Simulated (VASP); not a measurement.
# Zn3S3H12 in VASP: single point with PBEsol

Aim: the single point of Zn3S3H12 with PBEsol.

Program: VASP 6.6.1. These are calculated values, not measurements. Logs are shortened: lines on timing, memory, paths and dates and some standing lists are left out, and cuts for length are marked.

### Step 1. The cell of the first run

The cell holds a cluster in a box, 18 atoms: a = 12.400 Å, b = 13.800 Å, c = 15.400 Å, α = 90.00°, β = 90.00°, γ = 90.00°.

### Step 2. Single point, PBEsol

File INCAR:

```
  PREC = Accurate
  ENCUT = 520
  EDIFF = 1E-6
  ISMEAR = 0
  SIGMA = 0.05
  LREAL = Auto
  LASPH = T
  NELM = 80
  ALGO = Normal
  ISIF = 2
  LWAVE = F
  LCHARG = F
  GGA = PS
  NBANDS = 48
```

File KPOINTS:

```
regular mesh
0
Gamma
  1 1 1
```

File POSCAR:

```
ZnH4S
1.0
   12.4000000000      0.0000000000      0.0000000000
    0.0000000000     13.8000000000      0.0000000000
    0.0000000000      0.0000000000     15.4000000000
Zn S H
3 3 12
Direct
    0.3843393463      0.3087202731      0.3926081026
    0.5980493075      0.6474327491      0.3920059138
    0.4414446725      0.5045011929      0.6925571464
    0.4000851066      0.3681176841      0.5645759877
    0.5545580353      0.6021560162      0.5642560589
    0.4682655662      0.4897289677      0.3519844327
    0.2644419697      0.3326028499      0.3805364081
    0.4958527394      0.2601814014      0.3913771606
    0.7030406267      0.5884424276      0.3873207262
    0.5117815136      0.7265941920      0.3833293895
    0.3367492380      0.5602861850      0.6727846827
    0.5361010488      0.4538319992      0.7381165466
    0.2998982942      0.3456655895      0.5931979826
    0.4432357096      0.2853332669      0.5966489532
    0.6565371037      0.6076838740      0.5954812534
    0.5288472446      0.6918024215      0.5934316657
    0.3917386480      0.5296044692      0.3003674816
    0.5275858996      0.4587696057      0.2836372230
```

Potentials or basis: VASP PAW PBE potentials, release 64 (Zn, S, H).

Command:

```bash
> cat potpaw_PBE.64/Zn/POTCAR potpaw_PBE.64/S/POTCAR potpaw_PBE.64/H/POTCAR > POTCAR
> mpirun -np 1 vasp_gam > vasp.out
```

OUTCAR:

```text
PREC = Accurate
   ENCUT = 520
   EDIFF = 1E-6
   ISMEAR = 0
   LREAL = Auto
   LASPH = T
   NELM = 80
   ISIF = 2
   GGA = PS

 ion  position               nearest neighbor table
   1  0.384  0.309  0.393-   7 1.53   8 1.54   6 2.78   4 2.78
   2  0.598  0.647  0.392-  10 1.53   9 1.54   6 2.78   5 2.78
   3  0.441  0.505  0.693-  12 1.54  11 1.54   5 2.77   4 2.77
   4  0.400  0.368  0.565-  13 1.35  14 1.35   3 2.77   1 2.78
   5  0.555  0.602  0.564-  16 1.35  15 1.36   3 2.77   2 2.78
   6  0.468  0.490  0.352-  18 1.35  17 1.35   2 2.78   1 2.78
   7  0.264  0.333  0.381-   1 1.53
   8  0.496  0.260  0.391-   1 1.54
   9  0.703  0.588  0.387-   2 1.54
  10  0.512  0.727  0.383-   2 1.53
  11  0.337  0.560  0.673-   3 1.54
  12  0.536  0.454  0.738-   3 1.54
  13  0.300  0.346  0.593-   4 1.35
  14  0.443  0.285  0.597-   4 1.35
  15  0.657  0.608  0.595-   5 1.36
  16  0.529  0.692  0.593-   5 1.35
  17  0.392  0.530  0.300-   6 1.35
  18  0.528  0.459  0.284-   6 1.35

  LATTYP: Found a simple orthorhombic cell.
 ALAT       =    12.4000000000
 B/A-ratio  =     1.1129032258
 C/A-ratio  =     1.2419354839

  Lattice vectors:

 A1 = (  12.4000000000,   0.0000000000,   0.0000000000)
 A2 = (   0.0000000000,  13.8000000000,   0.0000000000)
 A3 = (   0.0000000000,   0.0000000000,  15.4000000000)

Analysis of symmetry for initial positions (statically):
=====================================================================
 Subroutine PRICEL returns:
 Original cell was already a primitive cell.

 Routine SETGRP: Setting up the symmetry group for a
 simple orthorhombic supercell.

 Subroutine GETGRP returns: Found  1 space group operations
 (whereof  1 operations were pure point group operations)
 out of a pool of  8 trial point group operations.

The static configuration has the point symmetry C_1 .

Analysis of symmetry for dynamics (positions and initial velocities):
=====================================================================
 Subroutine PRICEL returns:
 Original cell was already a primitive cell.

 Routine SETGRP: Setting up the symmetry group for a
 simple orthorhombic supercell.

 Subroutine GETGRP returns: Found  1 space group operations
 (whereof  1 operations were pure point group operations)
 out of a pool of  8 trial point group operations.

The dynamic configuration has the point symmetry C_1 .
[... 110 lines left out ...]
   NSW    =      0    number of steps for IOM
   IBRION =     -1    ionic relax: 0-MD 1-quasi-New 2-CG
   NFREE  =      0    steps in history (QN), initial steepest desc. (CG)
   ISIF   =      2    stress and relaxation
   ISYM   =      2    0-nonsym 1-usesym 2-fastsym
   POTIM  = 0.5000    time-step for ionic-motion
   TEBEG  =    0.0;   TEEND  =   0.0 temperature during run
   PSTRESS=    0.0 pullay stress
   NELECT =      66.0000    total number of electrons
   NUPDOWN=      -1.0000    fix difference up-down
   EMIN   =  10.00;   EMAX   =-10.00  energy-range for DOS
   EFERMI =   0.00;   METHOD = LEGACY
   ISMEAR =     0;   SIGMA  =   0.05  broadening in eV -4-tet -1-fermi 0-gaus
   EFERMI_NEDOS =   21; number of points for ismear=-14 and -15
   IALGO  =     38    algorithm
   IMIX   =      4    mixing-type and parameters
     AMIX     =   0.40;   BMIX     =  1.00
     AMIX_MAG =   1.60;   BMIX_MAG =  1.00
  volume/ion in A,a.u.               =     146.40       987.97
  Fermi-wavevector in a.u.,A,eV,Ry     =   0.478978  0.905137  3.121449  0.229420
  Thomas-Fermi vector in A             =   1.475746
   LORBIT       =      0    0 simple, 1 ext, 2 COOP (PROOUT), +10 PAW based schemes
   GGA     = PS    functional components
   LHFCALC =     F    Hartree Fock is set to
   AEXX    =    0.0000 exact exchange contribution
   IVDW    =     0    specifies the selected vdW correction
   LEPSILON=     F    determine dielectric tensor
   LRPA    =     F    only Hartree local field effects (RPA)
 non-spin polarized calculation
 Gauss-broadening in eV      SIGMA  =   0.05
  energy-cutoff  :      520.00
  volume of cell :     2635.25
 maximum number of plane-waves:     35489
 NGX is ok and might be reduce to    96
   NGX = 47   NGY = 51   NGZ = 57

 number of electron      65.9999982 magnetization

 Free energy of the ion-electron system (eV)
  ---------------------------------------------------
  ext. energy  EPLUGINS =         0.00000000
  ---------------------------------------------------
  free energy    TOTEN  =       -54.44103686 eV

  energy without entropy =      -54.44103686  energy(sigma->0) =      -54.44103686

 E-fermi :  -5.6105     XC(G=0):  -1.2605

 val. band max:       -5.8686153220   @ k =   0.0000   0.0000   0.0000
 cond. band min:      -1.4914545507   @ k =   0.0000   0.0000   0.0000
 fundamental gap:      4.3771607713
 Fermi energy:        -5.6104611751

 k-point     1 :       0.0000    0.0000    0.0000
  band No.  band energies     occupation
      1     -19.3030      2.00000
      2     -19.2195      2.00000
      3     -19.1894      2.00000
      4     -11.5374      2.00000
      5     -11.4921      2.00000
      6     -11.4652      2.00000
[... 37 lines left out ...]
     44       0.2912      0.00000
     45       0.3452      0.00000
 [bands above 45 left out]

------------------------ aborting loop because EDIFF is reached ----------------------------------------

  FORCE on cell =-STRESS in cart. coord.  units (eV):
  Direction    XX          YY          ZZ          XY          YZ          ZX
  --------------------------------------------------------------------------------------
  -------------------------------------------------------------------------------------
  Total       -0.2294172     -0.1967974     -0.2109198      0.0152087      0.0052355     -0.0196125
  in kB       -0.1394810     -0.1196488     -0.1282350      0.0092466      0.0031831     -0.0119240
  external PRESSURE =      -0.1291216 kB  Pullay stress =       0.0000000 kB

 VOLUME and BASIS-vectors are now :
 -----------------------------------------------------------------------------
  energy-cutoff  :      520.00
  volume of cell :     2635.25
      direct lattice vectors                 reciprocal lattice vectors
    12.400000000  0.000000000  0.000000000     0.080645161  0.000000000  0.000000000
     0.000000000 13.800000000  0.000000000     0.000000000  0.072463768  0.000000000
     0.000000000  0.000000000 15.400000000     0.000000000  0.000000000  0.064935065

 POSITION                                       TOTAL-FORCE (eV/Angst)
 -----------------------------------------------------------------------------------
      4.76581      4.26034      6.04616        -0.009763      0.001134     -0.010611
      7.41581      8.93457      6.03689         0.005314      0.003574     -0.011621
      5.47391      6.96212     10.66538         0.006784     -0.009883      0.004310
      4.96106      5.08002      8.69447        -0.026372     -0.061998      0.046164
      6.87652      8.30975      8.68954         0.042288      0.061095      0.050098
      5.80649      6.75826      5.42056        -0.002352      0.002089     -0.056262
[... 10 lines left out ...]
      4.85756      7.30854      4.62566         0.026336     -0.015216      0.021294
      6.54207      6.33102      4.36801        -0.020296      0.011760      0.034325
 -----------------------------------------------------------------------------------
    total drift:                               -0.005788     -0.001244      0.005026

  FREE ENERGIE OF THE ION-ELECTRON SYSTEM (eV)
  ---------------------------------------------------
  free  energy   TOTEN  =       -54.4410368640 eV

  energy  without entropy=      -54.4410368640  energy(sigma->0) =      -54.44103686
```

Wall time 14 min (1 thread of Intel Xeon 8259CL, shared host); peak memory 1.8 GiB.

Results:

| Property | Result |
| --- | --- |
| Free energy | -54.4410 eV |
| Largest force | 0.090 eV/Å |
| Gap between the frontier levels | 4.38 eV |

Forces in eV/Å, atoms in the order of the input:
```
Zn  -0.010  0.001 -0.011
Zn   0.005  0.004 -0.012
Zn   0.007 -0.010  0.004
S   -0.026 -0.062  0.046
S    0.042  0.061  0.050
S   -0.002  0.002 -0.056
H   -0.019  0.002  0.000
H    0.021 -0.015  0.003
H    0.012 -0.005  0.001
H   -0.013  0.012  0.000
H   -0.003  0.006  0.007
H   -0.005  0.006 -0.007
H    0.045  0.019 -0.018
H   -0.018  0.044 -0.021
H   -0.048 -0.006 -0.021
H    0.007 -0.055 -0.021
H    0.026 -0.015  0.021
H   -0.020  0.012  0.034
```

Levels at points of the mesh, in eV from the valence-band top:
```tsv
k point	band 31	band 32	band 33	band 34	band 35	band 36
(0.00, 0.00, 0.00)	-0.04	0.00	0.00	4.38	4.67	4.96
```

Caveat: the PAW data sets were made with another functional, which shifts forces and pressure a little.
